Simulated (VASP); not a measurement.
# LiF (P6_3/mmc) in VASP: notebook, part 2 of 2

VASP 6.6.1.

**4. Single point, PBE**

The input, INCAR:

```
SYSTEM = LiF
PREC     = Accurate       ! precision mode
ENCUT    = 520            ! plane-wave cutoff, eV
EDIFF    = 1E-6           ! SCF threshold, eV
ISMEAR   = -1             ! smearing method
SIGMA    = 0.02           ! smearing width, eV
LREAL    = .FALSE.        ! projectors in reciprocal space
LASPH    = .TRUE.         ! aspherical terms in the spheres
NELM     = 80             ! most SCF steps
ALGO     = Normal         ! electronic algorithm
ISIF     = 2              ! what is computed and relaxed
LWAVE    = .FALSE.        ! write WAVECAR
LCHARG   = .TRUE.         ! write CHGCAR
GGA      = PE             ! functional
LELF     = .TRUE.         ! ELF
LVHAR    = .TRUE.       
NBANDS   = 18             ! bands
```

The input, KPOINTS:

```
regular mesh
0
G
  12 12 6
  0 0 0
```

The input, POSCAR:

```
LiF
1.0
    3.2800799273      0.0000000000      0.0000000000
   -1.6400399637      2.8406325435      0.0000000000
    0.0000000000      0.0000000000      3.9995957589
Li F
2 2
Direct
    0.3333333333      0.6666666667      0.2500000000
    0.6666666667      0.3333333333      0.7500000000
    0.6666666667      0.3333333333      0.2500000000
    0.3333333333      0.6666666667      0.7500000000
```

Potentials or basis: VASP PAW PBE potentials, release 64 (Li_sv, F).

Started as:

```bash
$ cat potpaw_PBE.64/Li_sv/POTCAR potpaw_PBE.64/F/POTCAR > POTCAR
$ mpirun -np 1 vasp_std > vasp.out
```

OUTCAR:

```text
SYSTEM = LiF
   PREC = Accurate
   ENCUT = 520
   EDIFF = 1E-6
   ISMEAR = -1
   LREAL = .FALSE.
   LASPH = .TRUE.
   NELM = 80
   ISIF = 2
   GGA = PE

 ion  position               nearest neighbor table
   1  0.333  0.667  0.250-   3 1.89   3 1.89   3 1.89   4 2.00   4 2.00
   2  0.667  0.333  0.750-   4 1.89   4 1.89   4 1.89   3 2.00   3 2.00
   3  0.667  0.333  0.250-   1 1.89   1 1.89   1 1.89   2 2.00   2 2.00
   4  0.333  0.667  0.750-   2 1.89   2 1.89   2 1.89   1 2.00   1 2.00

  LATTYP: Found a hexagonal cell.
 ALAT       =     3.2800799273
 C/A-ratio  =     1.2193592374

  Lattice vectors:

 A1 = (   3.2800799273,   0.0000000000,   0.0000000000)
 A2 = (  -1.6400399637,   2.8406325435,   0.0000000000)
 A3 = (   0.0000000000,   0.0000000000,   3.9995957589)

Analysis of symmetry for initial positions (statically):
=====================================================================
 Subroutine PRICEL returns:
 Original cell was already a primitive cell.

 Routine SETGRP: Setting up the symmetry group for a
 hexagonal supercell.

 Subroutine GETGRP returns: Found 24 space group operations
 (whereof 12 operations were pure point group operations)
[... 172 lines left out ...]
 cond. band min:       6.0370236298   @ k =   0.0000   0.0000   0.0000
 fundamental gap:      7.8156298537
 Fermi energy:        -1.3426133443

 k-point     1 :       0.0000    0.0000    0.0000
  band No.  band energies     occupation
      1     -42.6091      2.00000
      2     -42.5273      2.00000
      3     -21.6930      2.00000
      4     -21.0281      2.00000
      5      -4.6723      2.00000
      6      -3.0511      2.00000
[... 481 lines left out ...]
      5      -4.0785      2.00000
      6      -3.4610      2.00000
[... 10 lines left out ...]
     17      17.6564      0.00000
     18      17.7222      0.00000

 [... further k-points ...]

------------------------ aborting loop because EDIFF is reached ----------------------------------------

  FORCE on cell =-STRESS in cart. coord.  units (eV):
  Direction    XX          YY          ZZ          XY          YZ          ZX
  --------------------------------------------------------------------------------------
  -------------------------------------------------------------------------------------
  Total        0.6797656      0.6797656      0.7759319     -0.0000000     -0.0000000      0.0000000
  in kB       29.2249793     29.2249793     33.3594272     -0.0000000     -0.0000000      0.0000000
  external PRESSURE =      30.6031286 kB  Pullay stress =       0.0000000 kB

 VOLUME and BASIS-vectors are now :
 -----------------------------------------------------------------------------
  energy-cutoff  :      520.00
  volume of cell :       37.27
      direct lattice vectors                 reciprocal lattice vectors
     3.280079927  0.000000000  0.000000000     0.304870620  0.176017134  0.000000000
    -1.640039964  2.840632543  0.000000000     0.000000000  0.352034269  0.000000000
     0.000000000  0.000000000  3.999595759     0.000000000  0.000000000  0.250025268

 POSITION                                       TOTAL-FORCE (eV/Angst)
 -----------------------------------------------------------------------------------
     -0.00000      1.89376      0.99990         0.000000     -0.000000      0.000000
      1.64004      0.94688      2.99970         0.000000      0.000000      0.000000
      1.64004      0.94688      0.99990        -0.000000     -0.000000     -0.000000
     -0.00000      1.89376      2.99970         0.000000      0.000000      0.000000
 -----------------------------------------------------------------------------------
    total drift:                               -0.000000     -0.000000     -0.000000

  FREE ENERGIE OF THE ION-ELECTRON SYSTEM (eV)
  ---------------------------------------------------
  free  energy   TOTEN  =       -19.2621649444 eV

  energy  without entropy=      -19.2621649444  energy(sigma->0) =      -19.26216494
```

stdout:

```text
POSCAR found type information on POSCAR LiF
 POSCAR found :  2 types and       4 ions
 scaLAPACK will be used
 LDA part: xc-table for (Slater+PW92), standard interpolation
 POSCAR, INCAR and KPOINTS ok, starting setup
 FFT: planning ... GRIDC
 FFT: planning ... GRID_SOFT
 FFT: planning ... GRID
 WAVECAR not read
 entering main loop
```

Wall time 42 s (1 thread of Intel Xeon 8259CL, shared host); peak memory 0.17 GiB.

Results:

* Free energy: -19.2622 eV
* Band gap on the k mesh: 7.82 eV

Caveat: the cutoff is under 1.25 times the usual one of these potentials, so pressure, stress and relaxed cells hold a basis-set (Pulay) error. A k mesh can miss the band edges.

**5. Single point, LDA**

The input, INCAR:

```
  ALGO = Normal
  EDIFF = 1E-7
  ENCUT = 520
  GGA = CA
  ISIF = 2
  ISMEAR = 0
  LASPH = T
  LCHARG = F
  LREAL = F
  LWAVE = F
  NBANDS = 18
  NELM = 60
  PREC = Accurate
  SIGMA = 0.01
```

The input, KPOINTS:

```
k-points
0
Gamma
  12 12 6
```

POSCAR is that of step 4.

Potentials or basis: VASP PAW LDA potentials, release 64 (Li_sv, F).

Started as:

```bash
$ cat potpaw_LDA.64/Li_sv/POTCAR potpaw_LDA.64/F/POTCAR > POTCAR
$ mpirun -np 1 vasp_std > vasp.out
```

It took 48 s on 1 thread of Intel Xeon 8259CL, shared host; peak memory 0.15 GiB.

It converged, with:

```
Free energy            : -20.8451 eV
Band gap on the k mesh : 7.50 eV
```

Levels at points of the mesh, in eV from the valence-band top:
```
           k point  band 6  band 7  band 8  band 9  band 10  band 11  band 12  band 13  band 14  band 15
(0.00, 0.00, 0.00)   -1.30   -1.30   -0.48   -0.48     0.00     7.50    14.38    16.08    16.21    16.21
(0.50, 0.00, 0.00)   -1.90   -1.87   -1.05   -0.93    -0.48    10.09    13.30    14.73    16.80    17.17
(0.00, 0.00, 0.50)   -1.40   -0.88   -0.88   -0.88    -0.88    10.00    10.00    16.41    16.41    16.41
(0.50, 0.00, 0.50)   -2.28   -1.22   -1.22   -0.41    -0.41    10.59    10.59    15.36    15.36    17.57
```

Caveat: the cutoff is under 1.25 times the usual one of these potentials, so pressure, stress and relaxed cells hold a basis-set (Pulay) error.

**6. Single point, PBEsol**

This run uses another cell than the first one, of 9.45 Å³/atom.

The input, INCAR:

```
PREC     = Accurate       # precision mode
ENCUT    = 520            # plane-wave cutoff, eV
EDIFF    = 1E-7           # SCF threshold, eV
ISMEAR   = -1             # smearing method
SIGMA    = 0.02           # smearing width, eV
LREAL    = F              # projectors in reciprocal space
LASPH    = T              # aspherical terms in the spheres
NELM     = 100            # most SCF steps
ALGO     = Normal         # electronic algorithm
ISIF     = 2              # what is computed and relaxed
LWAVE    = F              # write WAVECAR
LCHARG   = T              # write CHGCAR
GGA      = PS             # functional
LELF     = T              # ELF
LVHAR    = T            
NBANDS   = 18             # bands
```

The input, KPOINTS:

```
regular mesh
0
Gamma
  12 12 6
```

The input, POSCAR:

```
LiF
1.0
    3.2972937043      0.0000000000      0.0000000000
   -1.6486468521      2.8555401117      0.0000000000
    0.0000000000      0.0000000000      4.0166669765
Li F
2 2
Direct
    0.3333333333      0.6666666667      0.2500000000
    0.6666666667      0.3333333333      0.7500000000
    0.6666666667      0.3333333333      0.2500000000
    0.3333333333      0.6666666667      0.7500000000
```

Potentials or basis: VASP PAW PBE potentials, release 64 (Li_sv, F).

Started as:

```bash
$ cat potpaw_PBE.64/Li_sv/POTCAR potpaw_PBE.64/F/POTCAR > POTCAR
$ mpirun -np 1 vasp_std > vasp.out
```

It took 81 s on 1 thread of Intel Xeon 8259CL, shared host; peak memory 0.18 GiB.

Results (log left out):

- Free energy: -19.6336 eV
- Band gap on the k mesh: 7.57 eV

Levels at points of the mesh, in eV from the valence-band top:
```
           k point  band 7  band 8  band 9  band 10  band 11  band 12  band 13  band 14
(0.00, 0.00, 0.00)   -1.26   -0.47   -0.47     0.00     7.57    14.50    16.17    16.43
(0.50, 0.00, 0.00)   -1.80   -1.02   -0.90    -0.47    10.23    13.35    14.88    16.95
(0.00, 0.00, 0.50)   -0.86   -0.86   -0.86    -0.86    10.08    10.08    16.63    16.63
(0.50, 0.00, 0.50)   -1.17   -1.17   -0.39    -0.39    10.75    10.75    15.46    15.46
```

Caveat: the cutoff is under 1.25 times the usual one of these potentials, so pressure, stress and relaxed cells hold a basis-set (Pulay) error; the PAW data sets were made with another functional, which shifts forces and pressure a little. A k mesh can miss the band edges.

**7. The runs side by side**

```csv
level,potentials or basis,cell,k mesh,smearing,gap on the mesh (eV)
PBE,"VASP PAW PBE potentials, release 64 (Li_sv, F)","a = 3.280, b = 3.280, c = 4.000 Å, angles 90.0, 90.0, 120.0°, 4 atoms",6 × 6 × 4,gaussian 0.01 eV,7.82
LDA,"VASP PAW LDA potentials, release 64 (Li_sv, F)","a = 3.221, b = 3.221, c = 3.907 Å, angles 90.0, 90.0, 120.0°, 4 atoms",12 × 12 × 6,fermi-dirac 0.02 eV,7.83
PBE,"VASP PAW PBE potentials, release 64 (Li_sv, F)","a = 3.280, b = 3.280, c = 4.000 Å, angles 90.0, 90.0, 120.0°, 4 atoms",12 × 12 × 6,fermi-dirac 0.02 eV,7.82
LDA,"VASP PAW LDA potentials, release 64 (Li_sv, F)","a = 3.280, b = 3.280, c = 4.000 Å, angles 90.0, 90.0, 120.0°, 4 atoms",12 × 12 × 6,gaussian 0.01 eV,7.50
PBEsol,"VASP PAW PBE potentials, release 64 (Li_sv, F)","a = 3.297, b = 3.297, c = 4.017 Å, angles 90.0, 90.0, 120.0°, 4 atoms",12 × 12 × 6,fermi-dirac 0.02 eV,7.57
```

Alike in all rows: task single point; no spin polarisation; cutoff (eV) 520.

Caveats: the cutoff is under 1.25 times the usual one of these potentials, so pressure, stress and relaxed cells hold a basis-set (Pulay) error; the PAW data sets were made with another functional, which shifts forces and pressure a little (at least some runs).

Absolute energies hang on the potentials; compare differences alone.
